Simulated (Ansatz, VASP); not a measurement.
**Two plane-wave programs on Sc**

File INCAR:

```
SYSTEM = Sc
ALGO     = Normal         ! electronic algorithm
EDIFF    = 1E-6           ! SCF threshold, eV
ENCUT    = 520            ! plane-wave cutoff, eV
GGA      = PS             ! functional
ISIF     = 2              ! what is computed and relaxed
ISMEAR   = 0              ! smearing method
LASPH    = .True.         ! aspherical terms in the spheres
LCHARG   = .True.         ! write CHGCAR
LELF     = .True.         ! ELF
LREAL    = .False.        ! projectors in reciprocal space
LVHAR    = .True.       
LWAVE    = .False.        ! write WAVECAR
NBANDS   = 30             ! bands
NELM     = 100            ! most SCF steps
PREC     = Accurate       ! precision mode
SIGMA    = 0.1            ! smearing width, eV
```

KPOINTS

```
k-points
0
Gamma
  8 8 12
  0 0 0
```

The input POSCAR:

```
Sc
1.0
    5.1883079433      0.0000000000      0.0000000000
    0.0000000000      5.1883079433      0.0000000000
    0.0000000000      0.0000000000      3.4928487567
Sc
4
Direct
    0.5000000000      0.5000000000      0.0000000000
    0.0000000000      0.0000000000      0.0000000000
    0.5000000000      0.0000000000      0.4914957684
    0.0000000000      0.5000000000      0.5085042316
```

Input for Ansatz:

```yaml
crystal:
  lattice:
    - [5.1883079433, 0.0, 0.0]
    - [0.0, 5.1883079433, 0.0]
    - [0.0, 0.0, 3.4928487567]
  atoms:
    - { symbol: Sc, position: [0.5, 0.5, 0.0] }
    - { symbol: Sc, position: [0.0, 0.0, 0.0] }
    - { symbol: Sc, position: [0.5, 0.0, 0.4914957684] }
    - { symbol: Sc, position: [0.0, 0.5, 0.5085042316] }
basis:
  ecutwfc: 420
kpoints:
  mp_grid: { grid: [8, 8, 12] }
hamiltonian:
  xc: pbesol
scf:
  occupations: { method: gaussian, width: 0.1 }
output:
  forces: true
  stress: true
  eigenvalues: true
```

Alike in both runs: task single point; functional PBEsol; k mesh 8 × 8 × 12; occupations gaussian, width 0.1 eV; no spin polarisation.

|  | VASP | Ansatz |
| --- | --- | --- |
| version | VASP 6.6.1 | Ansatz 0.2.0 |
| potentials or method | VASP PAW PBE potentials, release 64 (Sc_sv), cutoff 520 eV | scalar-relativistic, plane waves, PAW |
| valence electrons in the cell | 44 | 44 |

|  | VASP | Ansatz | Ansatz less VASP |
| --- | --- | --- | --- |
| gap on the k mesh at the Fermi level (eV) | none | none | - |
| pressure (GPa) | 0.8 | 0.8 | -0.02 |
| rms of the force components (eV/Å) | 0.027 | 0.027 | +0.0002 |

VASP's potentials were made for PBE, not for PBEsol. Atom by atom the forces differ by 0.000 eV/Å (rms over components). A gap of «none» marks a metal or a gap that the smearing closes.
